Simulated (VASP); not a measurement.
Here is a VASP 6.6.1 calculation.

INCAR

```
SYSTEM = Dy3Re
PREC = Accurate ; ENCUT = 600
EDIFF = 1E-7 ; ISMEAR = 0
SIGMA = 0.1 ; LREAL = .False.
LASPH = .True. ; NELM = 200
ALGO = Normal ; ISIF = 3
LWAVE = .False. ; LCHARG = .False.
GGA = PE ; IBRION = 2
NSW = 90 ; EDIFFG = -0.04
GGA_COMPAT = .False. ; NELMIN = 4
LMAXMIX = 6
```

KPOINTS

```
regular mesh
0
Gamma
  4 4 4
  0 0 0
```

The input POSCAR:

```
Dy3Re
1.0
    4.4741900900      0.0000000000      0.0000000000
    0.0000000000      4.4741900900      0.0000000000
    0.0000000000      0.0000000000      4.4741900900
Dy Re
3 1
Direct
    0.0000000000      0.5000000000      0.5000000000
    0.5000000000      0.5000000000      0.0000000000
    0.5000000000      0.0000000000      0.5000000000
    0.0000000000      0.0000000000      0.0000000000
```

Potentials or basis: VASP PAW PBE potentials, release 64 (Dy_3, Re), 4f in core.

Command:

```sh
$ cat potpaw_PBE.64/Dy_3/POTCAR potpaw_PBE.64/Re/POTCAR > POTCAR
$ mpirun -np 1 vasp_std > vasp.out
```

Problem. Estimate the space group after relaxing (to 0.1 Å).

Solution. Pm-3m (No. 221).

Problem. Predict the relaxed volume.

Solution. 24.45 Å³/atom.

Problem. Predict the relaxed cell.

Solution. a = 4.607 Å, b = 4.607 Å, c = 4.607 Å, α = 90.00°, β = 90.00°, γ = 90.00°.

Final structure:
```cif
data_structure
_symmetry_space_group_name_H-M 'P 1'
_symmetry_Int_Tables_number 1
_cell_length_a 4.6074
_cell_length_b 4.6074
_cell_length_c 4.6074
_cell_angle_alpha 90.000
_cell_angle_beta 90.000
_cell_angle_gamma 90.000
_cell_volume 97.81
loop_
_atom_site_label
_atom_site_type_symbol
_atom_site_fract_x
_atom_site_fract_y
_atom_site_fract_z
_atom_site_occupancy
Dy1 Dy 0.00000 0.50000 0.50000 1
Dy2 Dy 0.50000 0.50000 0.00000 1
Dy3 Dy 0.50000 0.00000 0.50000 1
Re1 Re 0.00000 0.00000 0.00000 1
```

Caveat: spin-orbit coupling is left out, which moves the levels of the heavy elements; the 4f electrons are frozen in the core, so they carry no moment and show no levels. Spin polarisation is off, so any magnetic state and its effect on volume and gap are missing.
